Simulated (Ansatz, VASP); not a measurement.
## One calculation of Y, two programs

The input INCAR:

```
SYSTEM = Y
PREC = Accurate ; ENCUT = 520
EDIFF = 1E-6 ; ISMEAR = -1
SIGMA = 0.05 ; LREAL = .FALSE.
LASPH = .TRUE. ; NELM = 100
ALGO = Normal ; ISIF = 2
LWAVE = .FALSE. ; LCHARG = .FALSE.
GGA = PE ; NBANDS = 18
```

The input KPOINTS:

```
Automatic mesh
0
G
  8 8 8
  0 0 0
```

POSCAR

```
Y
1.0
    0.0000000000      3.4531162769      3.4531162769
    3.4531162769      0.0000000000      3.4531162769
    3.4531162769      3.4531162769      0.0000000000
Y
2
Direct
   -0.1925000000     -0.1025000000     -0.1025000000
    0.1925000000      0.1025000000      0.1025000000
```

Input for Ansatz:

```yaml
crystal:
  lattice:
    - [0.0, 3.4531162769, 3.4531162769]
    - [3.4531162769, 0.0, 3.4531162769]
    - [3.4531162769, 3.4531162769, 0.0]
  atoms:
    - { symbol: "Y", position: [-0.1925, -0.1025, -0.1025] }
    - { symbol: "Y", position: [0.1925, 0.1025, 0.1025] }
kpoints:
  mp_grid: { grid: [8, 8, 8] }
scf:
  occupations: { method: fermi_dirac, width: 0.05 }
hamiltonian:
  xc: pbe
  pseudopotentials: { kind: all_electron, lapw: { basis_error: 0.001 } }
output:
  forces: true
  stress: true
  eigenvalues: true
  populations: true
```

Change from the starting cell: shortest bond scaled by 0.82, LAPW.

Alike in both runs: task single point; functional PBE; k mesh 8 × 8 × 8; occupations fermi-dirac, width 0.05 eV; no spin polarisation.

```csv
,VASP,Ansatz
version,VASP 6.6.1,Ansatz 0.2.0
potentials or method,"VASP PAW PBE potentials, release 64 (Y_sv), cutoff 520 eV","all-electron LAPW, scalar-relativistic"
```

|  | VASP | Ansatz | Ansatz less VASP |
| --- | --- | --- | --- |
| pressure (GPa) | 2.2 | 2.2 | -0.04 |
| traceless stress, the component that is largest in VASP (GPa) | -5.91 | -5.86 | +0.056 |
| rms of the force components (eV/Å) | 1.212 | 1.190 | -0.0214 |

Atom by atom the forces differ by 0.021 eV/Å (rms over components). Ansatz ran all-electron here, and VASP with PAW potentials.
